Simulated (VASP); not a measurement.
# MgI2 in VASP: a series of runs

Runs on MgI2. Level: PBE+D3(BJ). Tasks: single point.

Program: VASP 6.6.1. These are calculated values, not measurements. Logs are shortened: lines on timing, memory, paths and dates and some standing lists are left out, and cuts for length are marked.

## (1) The cell of the first run

The cell holds a slab with vacuum, 6 atoms: a = 4.131 Å, b = 4.131 Å, c = 24.227 Å, α = 90.00°, β = 90.00°, γ = 120.00°.

## (2) Single point, PBE+D3(BJ)

INCAR

```
PREC = Accurate ; ENCUT = 520
EDIFF = 1E-7 ; ISMEAR = 0
SIGMA = 0.05 ; LREAL = F
LASPH = T ; NELM = 60
ALGO = Normal ; ISIF = 2
LWAVE = F ; LCHARG = F
LDIPOL = T ; IDIPOL = 3
DIPOL = 0.5 0.5 0.410 ; GGA = PE
IVDW = 12 ; NBANDS = 25
```

KPOINTS

```
regular mesh
0
Gamma
  9 9 1
```

POSCAR

```
MgI2
1.0
    4.1311066717      0.0000000000      0.0000000000
   -2.0655533359      3.5776433235      0.0000000000
    0.0000000000      0.0000000000     24.2265083865
I Mg
4 2
Direct
    0.3333333333      0.6666666667      0.1857469483
    0.6666666667      0.3333333333      0.3245214795
    0.6666666667      0.3333333333      0.4960936534
    1.0000000000      0.0000000000      0.6348552302
    0.0000000000      0.0000000000      0.2551488004
    0.3333333333     -0.3333333333      0.5654554207
```

Potentials or basis: VASP PAW PBE potentials, release 64 (I, Mg).

Run with:

```bash
> cat potpaw_PBE.64/I/POTCAR potpaw_PBE.64/Mg/POTCAR > POTCAR
> mpirun -np 1 vasp_std > vasp.out
```

OUTCAR:

```text
PREC = Accurate
   ENCUT = 520
   EDIFF = 1E-7
   ISMEAR = 0
   LREAL = F
   LASPH = T
   NELM = 60
   ISIF = 2
   GGA = PE
   IVDW = 12
 IVDW          = 12

 ion  position               nearest neighbor table
   1  0.333  0.667  0.186-   5 2.92   5 2.92   5 2.92
   2  0.667  0.333  0.325-   5 2.92   5 2.92   5 2.92
   3  0.667  0.333  0.496-   6 2.92   6 2.92   6 2.92
   4  0.000  0.000  0.635-   6 2.92   6 2.92   6 2.92
   5  0.000  0.000  0.255-   2 2.92   2 2.92   2 2.92   1 2.92   1 2.92   1 2.92
   6  0.333  0.667  0.565-   3 2.92   3 2.92   3 2.92   4 2.92   4 2.92   4 2.92

  LATTYP: Found a hexagonal cell.
 ALAT       =     4.1311066717
 C/A-ratio  =     5.8644112369

  Lattice vectors:

 A1 = (   4.1311066717,   0.0000000000,   0.0000000000)
 A2 = (  -2.0655533359,   3.5776433235,   0.0000000000)
 A3 = (   0.0000000000,   0.0000000000,  24.2265083865)

Analysis of symmetry for initial positions (statically):
=====================================================================
 Subroutine PRICEL returns:
 Original cell was already a primitive cell.

 Routine SETGRP: Setting up the symmetry group for a
 hexagonal supercell.

 Subroutine GETGRP returns: Found  6 space group operations
 (whereof  6 operations were pure point group operations)
 out of a pool of 24 trial point group operations.

The static configuration has the point symmetry C_3v.

Analysis of symmetry for dynamics (positions and initial velocities):
=====================================================================
 Subroutine PRICEL returns:
 Original cell was already a primitive cell.

 Routine SETGRP: Setting up the symmetry group for a
 hexagonal supercell.

 Subroutine GETGRP returns: Found  6 space group operations
 (whereof  6 operations were pure point group operations)
 out of a pool of 24 trial point group operations.

The dynamic configuration has the point symmetry C_3v.

 Subroutine INISYM returns: Found  6 space group operations
 (whereof  6 operations are pure point group operations),
 and found     1 'primitive' translations

----------------------------------------------------------------------------------------

                                     Primitive cell

  volume of cell :     358.0587

  direct lattice vectors                    reciprocal lattice vectors
     4.131106672  0.000000000  0.000000000     0.242065887  0.139756805  0.000000000
    -2.065553336  3.577643323  0.000000000     0.000000000  0.279513610  0.000000000
     0.000000000  0.000000000 24.226508387     0.000000000  0.000000000  0.041277100

  length of vectors
     4.131106672  4.131106672 24.226508387     0.279513610  0.279513610  0.041277100

  position of ions in fractional coordinates (direct lattice)
     0.333333333  0.666666667  0.185746948
     0.666666667  0.333333333  0.324521479
     0.666666667  0.333333333  0.496093653
     0.000000000  0.000000000  0.634855230
     0.000000000  0.000000000  0.255148800
     0.333333333  0.666666667  0.565455421

  ion indices of the primitive-cell ions
   primitive index   ion index
                 1           1
                 2           2
                 3           3
                 4           4
                 5           5
                 6           6

----------------------------------------------------------------------------------------

 KPOINTS: regular mesh

Automatic generation of k-mesh.
 Grid dimensions read from file:
 generate k-points for:    9    9    1

 Generating k-lattice:

  Cartesian coordinates                     Fractional coordinates (reciprocal lattice)
     0.026896210  0.015528534  0.000000000     0.111111111  0.000000000  0.000000000
     0.000000000  0.031057068  0.000000000     0.000000000  0.111111111  0.000000000
     0.000000000  0.000000000  0.041277100     0.000000000  0.000000000  1.000000000

  Length of vectors
     0.031057068  0.031057068  0.041277100

  Shift w.r.t. Gamma in fractional coordinates (k-lattice)
     0.000000000  0.000000000  0.000000000

 Subroutine IBZKPT returns following result:
 ===========================================

 Found     12 irreducible k-points:

 Following reciprocal coordinates:
            Coordinates               Weight
  0.000000  0.000000  0.000000      1.000000
  0.111111 -0.000000  0.000000      6.000000
  0.222222  0.000000  0.000000      6.000000
  0.333333  0.000000  0.000000      6.000000
  0.444444  0.000000  0.000000      6.000000
  0.111111  0.111111  0.000000      6.000000
  0.222222  0.111111  0.000000     12.000000
  0.333333  0.111111  0.000000     12.000000
  0.444444  0.111111  0.000000      6.000000
  0.222222  0.222222  0.000000      6.000000
  0.333333  0.222222  0.000000     12.000000
  0.333333  0.333333  0.000000      2.000000
   k-points           NKPTS =     12   k-points in BZ     NKDIM =     12   number of bands    NBANDS=     25
   number of dos      NEDOS =    301   number of ions     NIONS =      6
   total plane-waves  NPLWV = 184320
   dimension x,y,z NGX =    32 NGY =   32 NGZ =  180
   dimension x,y,z NGXF=    64 NGYF=   64 NGZF=  360
   ions per type =               4   2
   NGX,Y,Z   is equivalent  to a cutoff of  12.88, 12.88, 12.35 a.u.
   NGXF,Y,Z  is equivalent  to a cutoff of  25.76, 25.76, 24.70 a.u.
 SYSTEM =  unknown system
   PREC   = accura    normal or accurate (medium, high low for compatibility)
   ISTART =      0    job   : 0-new  1-cont  2-samecut
   ICHARG =      2    charge: 1-file 2-atom 10-const
   ISPIN  =      1    spin polarized calculation?
   LNONCOLLINEAR =      F non collinear calculations
   LSORBIT =      F    spin-orbit coupling
   LASPH  =      T    aspherical Exc in radial PAW
   ENCUT  =  520.0 eV  38.22 Ry    6.18 a.u.   7.68  7.68 45.05*2*pi/ulx,y,z
   NELM   =     60;   NELMIN=  2; NELMDL= -5     # of ELM steps
   EDIFF  = 0.1E-06   stopping-criterion for ELM
   LREAL  =      F    real-space projection
   EDIFFG = 0.1E-05   stopping-criterion for IOM
   NSW    =      0    number of steps for IOM
   IBRION =     -1    ionic relax: 0-MD 1-quasi-New 2-CG
   NFREE  =      0    steps in history (QN), initial steepest desc. (CG)
   ISIF   =      2    stress and relaxation
   ISYM   =      2    0-nonsym 1-usesym 2-fastsym
   POTIM  = 0.5000    time-step for ionic-motion
   TEBEG  =    0.0;   TEEND  =   0.0 temperature during run
   PSTRESS=    0.0 pullay stress
   NELECT =      32.0000    total number of electrons
   NUPDOWN=      -1.0000    fix difference up-down
   EMIN   =  10.00;   EMAX   =-10.00  energy-range for DOS
   EFERMI =   0.00;   METHOD = LEGACY
   ISMEAR =     0;   SIGMA  =   0.05  broadening in eV -4-tet -1-fermi 0-gaus
   EFERMI_NEDOS =   21; number of points for ismear=-14 and -15
   IALGO  =     38    algorithm
   IMIX   =      4    mixing-type and parameters
     AMIX     =   0.40;   BMIX     =  1.00
     AMIX_MAG =   1.60;   BMIX_MAG =  1.00
  volume/ion in A,a.u.               =      59.68       402.72
  Fermi-wavevector in a.u.,A,eV,Ry     =   0.731936  1.383159  7.289063  0.535731
  Thomas-Fermi vector in A             =   1.824276
   LORBIT       =      0    0 simple, 1 ext, 2 COOP (PROOUT), +10 PAW based schemes
   GGA     = PE    functional components
   LHFCALC =     F    Hartree Fock is set to
   AEXX    =    0.0000 exact exchange contribution
   IVDW    =    12    specifies the selected vdW correction
   LEPSILON=     F    determine dielectric tensor
   LRPA    =     F    only Hartree local field effects (RPA)
 non-spin polarized calculation
 Gauss-broadening in eV      SIGMA  =   0.05
  energy-cutoff  :      520.00
  volume of cell :      358.06
 maximum number of plane-waves:      9709
 NGX is ok and might be reduce to    32
   NGX = 15   NGY = 15   NGZ = 91

 dipolmoment           0.000000      0.000000     -0.000020 electrons x Angstroem

 number of electron      31.9999999 magnetization

 dipolmoment           0.000000      0.000000      0.000044 electrons x Angstroem

 Free energy of the ion-electron system (eV)
  ---------------------------------------------------
  ext. energy  EPLUGINS =         0.00000000
  ---------------------------------------------------
  free energy    TOTEN  =       -15.42436602 eV

  energy without entropy =      -15.42436602  energy(sigma->0) =      -15.42436602

 E-fermi :  -1.1906     XC(G=0):  -5.1156

 val. band max:       -1.4143653339   @ k =   0.0000   0.0000   0.0000
 cond. band min:       2.1813594445   @ k =   0.4444   0.0000   0.0000
 fundamental gap:      3.5957247784
 Fermi energy:        -1.1905538905

 k-point     1 :       0.0000    0.0000    0.0000
  band No.  band energies     occupation
      1     -13.3772      2.00000
      2     -13.3417      2.00000
      3     -12.8559      2.00000
      4     -12.8119      2.00000
      5      -4.6598      2.00000
      6      -4.3828      2.00000
[... 17 lines left out ...]
     24       5.3174      0.00000
     25       5.3210      0.00000

 k-point     2 :       0.1111   -0.0000    0.0000
  band No.  band energies     occupation
      1     -13.3139      2.00000
      2     -13.2782      2.00000
      3     -12.8153      2.00000
      4     -12.7719      2.00000
      5      -4.5953      2.00000
      6      -4.3299      2.00000
[... 17 lines left out ...]
     24       5.2899      0.00000
     25       5.5367      0.00000

 k-point     3 :       0.2222    0.0000    0.0000
  band No.  band energies     occupation
      1     -13.1413      2.00000
      2     -13.1053      2.00000
      3     -12.7121      2.00000
      4     -12.6704      2.00000
      5      -4.4676      2.00000
      6      -4.2584      2.00000
[... 17 lines left out ...]
     24       5.3931      0.00000
     25       5.7070      0.00000

 k-point     4 :       0.3333    0.0000    0.0000
  band No.  band energies     occupation
      1     -12.9146      2.00000
      2     -12.8776      2.00000
      3     -12.6001      2.00000
      4     -12.5611      2.00000
      5      -4.5894      2.00000
      6      -4.5186      2.00000
[... 17 lines left out ...]
     24       5.5698      0.00000
     25       5.7525      0.00000

 k-point     5 :       0.4444    0.0000    0.0000
  band No.  band energies     occupation
      1     -12.7305      2.00000
      2     -12.6914      2.00000
      3     -12.5459      2.00000
      4     -12.5104      2.00000
      5      -4.9431      2.00000
      6      -4.9217      2.00000
[... 17 lines left out ...]
     24       5.4418      0.00000
     25       5.8948      0.00000

 k-point     6 :       0.1111    0.1111    0.0000
  band No.  band energies     occupation
      1     -13.1957      2.00000
      2     -13.1598      2.00000
      3     -12.7432      2.00000
      4     -12.7010      2.00000
      5      -4.4951      2.00000
      6      -4.2620      2.00000
[... 17 lines left out ...]
     24       5.4663      0.00000
     25       5.5056      0.00000

 k-point     7 :       0.2222    0.1111    0.0000
  band No.  band energies     occupation
      1     -12.9945      2.00000
      2     -12.9581      2.00000
      3     -12.6345      2.00000
      4     -12.5944      2.00000
      5      -4.4595      2.00000
      6      -4.3261      2.00000
[... 17 lines left out ...]
     24       5.4283      0.00000
     25       5.6910      0.00000

 k-point     8 :       0.3333    0.1111    0.0000
  band No.  band energies     occupation
      1     -12.7832      2.00000
      2     -12.7451      2.00000
      3     -12.5518      2.00000
      4     -12.5149      2.00000
      5      -4.7410      2.00000
      6      -4.7044      2.00000
[... 17 lines left out ...]
     24       5.4753      0.00000
     25       5.6860      0.00000

 k-point     9 :       0.4444    0.1111    0.0000
  band No.  band energies     occupation
      1     -12.6773      2.00000
      2     -12.6369      2.00000
      3     -12.5350      2.00000
      4     -12.5013      2.00000
      5      -4.9315      2.00000
      6      -4.9112      2.00000
[... 17 lines left out ...]
     24       5.3766      0.00000
     25       5.5230      0.00000

 k-point    10 :       0.2222    0.2222    0.0000
  band No.  band energies     occupation
      1     -12.8048      2.00000
      2     -12.7671      2.00000
      3     -12.5539      2.00000
      4     -12.5165      2.00000
      5      -4.5824      2.00000
      6      -4.5157      2.00000
[... 17 lines left out ...]
     24       5.7653      0.00000
     25       5.9205      0.00000

 k-point    11 :       0.3333    0.2222    0.0000
  band No.  band energies     occupation
      1     -12.6503      2.00000
      2     -12.6092      2.00000
      3     -12.5218      2.00000
      4     -12.4888      2.00000
      5      -4.7254      2.00000
      6      -4.6965      2.00000
[... 17 lines left out ...]
     24       5.6657      0.00000
     25       5.9862      0.00000

 k-point    12 :       0.3333    0.3333    0.0000
  band No.  band energies     occupation
      1     -12.5803      2.00000
      2     -12.5264      2.00000
      3     -12.5260      2.00000
      4     -12.5066      2.00000
      5      -4.6011      2.00000
      6      -4.6010      2.00000
[... 17 lines left out ...]
     24       6.5502      0.00000
     25       6.5934      0.00000

------------------------ aborting loop because EDIFF is reached ----------------------------------------

 vacuum level on the upper side and lower side of the slab       (xc-potential included)        -0.096        -0.095

 Edisp (eV)   -1.56164

 E8    (eV) :    -0.7174

  FORCE on cell =-STRESS in cart. coord.  units (eV):
  Direction    XX          YY          ZZ          XY          YZ          ZX
  --------------------------------------------------------------------------------------
  -------------------------------------------------------------------------------------
  Total      -0.19998    -0.19998    -0.09431     0.00000    -0.00000     0.00000
  in kB      -0.89482    -0.89482    -0.42199     0.00000    -0.00000     0.00000
  external pressure =       -0.74 kB  Pullay stress =        0.00 kB

 VOLUME and BASIS-vectors are now :
 -----------------------------------------------------------------------------
  energy-cutoff  :      520.00
  volume of cell :      358.06
      direct lattice vectors                 reciprocal lattice vectors
     4.131106672  0.000000000  0.000000000     0.242065887  0.139756805  0.000000000
    -2.065553336  3.577643323  0.000000000     0.000000000  0.279513610  0.000000000
     0.000000000  0.000000000 24.226508387     0.000000000  0.000000000  0.041277100

 POSITION                                       TOTAL-FORCE (eV/Angst)
 -----------------------------------------------------------------------------------
     -0.00000      2.38510      4.50000         0.000000     -0.000000      0.011359
      2.06555      1.19255      7.86202         0.000000     -0.000000     -0.012807
      2.06555      1.19255     12.01862         0.000000      0.000000      0.011677
      0.00000      0.00000     15.38033        -0.000000     -0.000000     -0.010883
      0.00000      0.00000      6.18136        -0.000000      0.000000      0.000420
     -0.00000      2.38510     13.69901        -0.000000      0.000000      0.000235
 -----------------------------------------------------------------------------------
    total drift:                               -0.000000     -0.000000      0.000201

  FREE ENERGIE OF THE ION-ELECTRON SYSTEM (eV)
  ---------------------------------------------------
  free  energy   TOTEN  =       -16.9860016290 eV

  energy  without entropy=      -16.9860016290  energy(sigma->0) =      -16.98600163

 vacuum level on the upper side and lower side of the slab         4.835         4.837
```

Wall time 2.1 min (1 thread of Oxide Virtual Turin-like, shared host); peak memory 0.44 GiB.

What came out:

| Property | Result |
| --- | --- |
| Free energy | -16.9860 eV |
| Largest force | 0.013 eV/Å |
| Band gap on the k mesh | 3.60 eV, indirect (least direct gap 3.93 eV) |
| Dispersion energy per atom | -0.260 eV |

Forces in eV/Å, atoms in the order of the input:
```
I    0.000  0.000  0.011
I    0.000  0.000 -0.013
I    0.000  0.000  0.012
I    0.000  0.000 -0.011
Mg   0.000  0.000  0.000
Mg   0.000  0.000  0.000
```

Caveat: spin-orbit coupling is left out, which moves the levels of the heavy elements.

(Part 1 of 2 ends here.)
